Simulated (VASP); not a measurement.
Set up this calculation in VASP 6.6.1, as the native input.

```yaml
Task: single point
Functional: PBE
Potentials_or_basis: VASP PAW PBE potentials, release 64 (P)
Cutoff: 520 eV
k_mesh: 4 × 4 × 4
Occupations: gaussian, width 0.2 eV
Spin: no spin polarisation
Dipole_correction: no
Further_INCAR_settings: ALGO = Normal; EDIFF = 1e-06; NBANDS = 30
```

The structure of P lies in POSCAR:

```
P
1.0
    4.8888088380      0.0000000000      0.0000000000
    0.0000000000      4.8888088380      0.0000000000
    0.0000000000      0.0000000000      4.8888747900
P
8
Direct
    0.0000000000      0.0000000000      0.0000000000
    0.0000000000      0.0000000000      0.5000000000
    1.0000000000      0.5000000000      0.0000000000
    1.0000000000      0.5000000000      0.5000000000
    0.5000000000      0.0000000000      0.0000000000
    0.5000000000      0.0000000000      0.5000000000
    0.5000000000      0.5000000000      0.0000000000
    0.5000000000      0.5000000000      0.5000000000
```

These files were run (other wordings do the same):

INCAR

```
ALGO = Normal
EDIFF = 1E-6
ENCUT = 520
GGA = PE
ISIF = 2
ISMEAR = 0
LASPH = True
LCHARG = False
LREAL = False
LWAVE = False
NBANDS = 30
NELM = 80
PREC = Accurate
SIGMA = 0.2
```

KPOINTS

```
k-points
0
Gamma
  4 4 4
```

Potentials or basis: VASP PAW PBE potentials, release 64 (P).

Command:

```bash
$ cat potpaw_PBE.64/P/POTCAR > POTCAR
$ mpirun -np 1 vasp_std > vasp.out
```

It gave:

| Item | Value |
| --- | --- |
| Pressure | -0.3 GPa |
| Band gap on the k mesh | zero (band 20 reaches 10.63 eV, above the bottom of band 21 at 8.27 eV) |

Run time: 53 s on 1 thread of Intel Xeon 8259CL, on a shared host, peak memory 0.21 GiB.
